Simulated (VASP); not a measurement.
Runs of VASP 6.6.1 on P. The structure is that of space group Pmna (No. 53), or close to it. The cells are those of the table. 

```tsv
cell	gap on the mesh (eV)	largest force (eV/Å)
a = 3.366, b = 35.728, c = 4.516 Å, 4 atoms	0.65	0.65
a = 3.448, b = 36.600, c = 4.400 Å, 4 atoms	0.43	1.05
a = 3.284, b = 34.857, c = 4.748 Å, 4 atoms	(a)	(b)
a = 3.284, b = 34.857, c = 4.864 Å, 4 atoms	1.15	0.47
a = 3.366, b = 35.728, c = 4.632 Å, 4 atoms	0.80	(c)
```

Alike in all rows: task single point; level PBEsol; potentials or basis VASP PAW PBE potentials, release 64 (P); no spin polarisation; k mesh 8 × 1 × 6; cutoff (eV) 520; smearing gaussian 0.05 eV.

Question: Fill in the values left out.

Answer: (a) 1.04; (b) 0.12; (c) 0.41.

Caveats: the PAW data sets were made with another functional, which shifts forces and pressure a little.

A k mesh can miss the band edges.
